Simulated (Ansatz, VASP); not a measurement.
# RbBr: VASP beside Ansatz

The input INCAR:

```
SYSTEM = RbBr
ALGO = Normal ; EDIFF = 1E-6
ENCUT = 520 ; GGA = PS
GGA_COMPAT = .False. ; ISIF = 2
ISMEAR = 0 ; LASPH = .True.
LCHARG = .True. ; LNONCOLLINEAR = .True.
LORBIT = 11 ; LORBMOM = .True.
LREAL = .False. ; LSORBIT = .True.
LVHAR = .True. ; LWAVE = .False.
MAGMOM = 0 0 0 0 0 0 ; NBANDS = 28
NELM = 150 ; PREC = Accurate
SIGMA = 0.01
```

Contents of KPOINTS:

```
k-points
0
Gamma
  6 6 6
  0 0 0
```

POSCAR

```
RbBr
1.0
    3.4077991447      3.4077991447      0.0000000000
   -3.4077991447      3.4077991447      0.0000000000
    0.0000000000      3.4077991447      3.4257221177
Rb Br
1 1
Direct
    0.0000000000      0.0000000000      0.0000000000
    0.5000000000      0.5000000000      0.0000000000
```

Input for Ansatz:

```yaml
crystal:
  lattice:
    - [3.40779914469, 3.40779914469, 0.0]
    - [-3.40779914469, 3.40779914469, 0.0]
    - [0.0, 3.40779914469, 3.42572211768]
  atoms:
    - { symbol: Rb, position: [0.0, 0.0, 0.0] }
    - { symbol: Br, position: [0.5, 0.5, 0.0] }
kpoints:
  mp_grid: { grid: [6, 6, 6] }
scf:
  occupations: { method: fixed }
  convergence: { dr2_threshold: 1.0e-10 }
hamiltonian:
  xc: pbesol
  pseudopotentials: { kind: all_electron, lapw: { basis_error: 0.0005 } }
magnetization:
  noncollinear: true
  spin_orbit: true
output:
  forces: true
  stress: true
  eigenstates:
    kpoints:
      - [0.0, 0.0, 0.0]
      - [-0.5, -0.5, -0.5]
      - [-0.5, 0.5, 0.0]
      - [0.0, 0.0, -0.5]
      - [0.0, -0.5, -0.5]
      - [0.0, 0.5, 0.0]
      - [-0.5, 0.0, 0.0]
      - [-0.5, 0.0, -0.5]
  eigenvalues: true
```

Change from the starting cell: film at in-plane strain -0.005.

Alike in both runs: task single point; functional PBEsol; k mesh 6 × 6 × 6; non-collinear spin, spin-orbit coupling.

|  | VASP | Ansatz |
| --- | --- | --- |
| version | VASP 6.6.1 | Ansatz 0.2.0 |
| potentials or method | VASP PAW PBE potentials, release 64 (Rb_sv, Br), cutoff 520 eV | all-electron LAPW |
| occupations | gaussian, width 0.01 eV | fixed |

```tsv
	VASP	Ansatz	Ansatz less VASP
pressure (GPa)	0.1	0.1	-0.04
traceless stress, the component that is largest in VASP (GPa)	-0.11	-0.11	+0.002
```

VASP's potentials were made for PBE, not for PBEsol. Ansatz ran all-electron here, and VASP with PAW potentials.
